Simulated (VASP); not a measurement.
Wanted: the native input for a VASP 6.6.1 run.

- Task: single point
- Functional: PBE
- Potentials or basis: VASP PAW PBE potentials, release 64 (K_sv, F)
- Cutoff: 600 eV
- k mesh: 1 × 1 × 1, shifted
- Occupations: gaussian, width 0.1 eV
- Spin: no spin polarisation
- Hubbard terms: F p U = 1.8 eV
- Dipole correction: no
- Further INCAR settings: ALGO = Normal; EDIFF = 1e-06; NBANDS = 15

The structure of KF lies in POSCAR:

```
KF
1.0
    0.0000000000      2.6544134050      2.6544134050
    2.6544134050      0.0000000000      2.6544134050
    2.6544134050      2.6544134050      0.0000000000
K F
1 1
Direct
    0.0000000000      0.0000000000      0.0000000000
    0.5000000000      0.5000000000      0.5000000000
```

These files were run (other wordings do the same):

INCAR

```
ALGO = Normal ; EDIFF = 1E-6
ENCUT = 600 ; GGA = PE
GGA_COMPAT = False ; ISIF = 2
ISMEAR = 0 ; LASPH = True
LCHARG = True ; LDAU = True
LDAUJ = 0 0 ; LDAUL = -1 1
LDAUPRINT = 1 ; LDAUTYPE = 2
LDAUU = 0 1.8 ; LELF = True
LREAL = False ; LVHAR = True
LWAVE = False ; NBANDS = 15
NELM = 200 ; PREC = Accurate
SIGMA = 0.1
```

KPOINTS

```
Automatic mesh
0
Gamma
  1 1 1
  0 0 0.5
```

Potentials or basis: VASP PAW PBE potentials, release 64 (K_sv, F).

Command:

```console
$ cat potpaw_PBE.64/K_sv/POTCAR potpaw_PBE.64/F/POTCAR > POTCAR
$ mpirun -np 1 vasp_std > vasp.out
```

Results of the run:

| Quantity | Value |
| --- | --- |
| Pressure | -6.8 GPa |

Caveat: the k points lie up to 2.05 Å⁻¹ apart.

Run time: 4.7 s on 1 thread of Intel(R) Xeon(R) Platinum 8259CL CPU @ 2.50GHz (Skylake/Cascade Lake) (shared host), peak memory 0.15 GiB.
